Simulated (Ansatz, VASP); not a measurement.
**One calculation of S, two programs**

INCAR

```
  PREC = Accurate
  ENCUT = 520
  EDIFF = 1E-6
  ISMEAR = 0
  SIGMA = 0.1
  LREAL = F
  LASPH = T
  NELM = 60
  ALGO = Normal
  ISIF = 2
  LWAVE = F
  LCHARG = F
  GGA = PE
  NBANDS = 9
```

KPOINTS

```
regular mesh
0
Gamma
  16 16 16
```

Contents of POSCAR:

```
S
1.0
    0.0000000000      2.0573119844      2.0872272395
    2.0872272395      0.0000000000      2.0872272395
    2.0872272395      2.0573119844      0.0000000000
S
1
Direct
    0.0000000000      0.0000000000      0.0000000000
```

Input for Ansatz:

```yaml
crystal:
  lattice:
    - [0.0, 2.0573119844, 2.0872272395]
    - [2.0872272395, 0.0, 2.0872272395]
    - [2.0872272395, 2.0573119844, 0.0]
  atoms:
    - { symbol: S, position: [0.0, 0.0, 0.0] }
basis:
  ecutwfc: 420
kpoints:
  mp_grid: { grid: [16, 16, 16] }
hamiltonian:
  xc: pbe
scf:
  occupations: { method: gaussian, width: 0.1 }
output:
  forces: true
  stress: true
  eigenvalues: true
  write_density: true
  write_potential: true
  elf: true
  volumetric_format: npy
```

Alike in both runs: task single point; functional PBE; k mesh 16 × 16 × 16; occupations gaussian, width 0.1 eV; no spin polarisation.

|  | VASP | Ansatz |
| --- | --- | --- |
| version | VASP 6.6.1 | Ansatz 0.2.0 |
| potentials or method | VASP PAW PBE potentials, release 64 (S), cutoff 520 eV | scalar-relativistic, plane waves, PAW |
| valence electrons in the cell | 6 | 6 |

VASP gave:

| Quantity | Value |
| --- | --- |
| gap on the k mesh at the Fermi level (eV) | none |
| pressure (GPa) | -7.7 |
| traceless stress, the component that is largest in VASP (GPa) | -0.38 |

**Question.** Which values does Ansatz return?

**Answer.** gap on the k mesh at the Fermi level (eV): none; pressure (GPa): -7.6; traceless stress, the component that is largest in VASP (GPa): -0.38.

A gap of «none» marks a metal or a gap that the smearing closes. With one functional, cell and mesh, what is left measures potentials, basis and numerics.
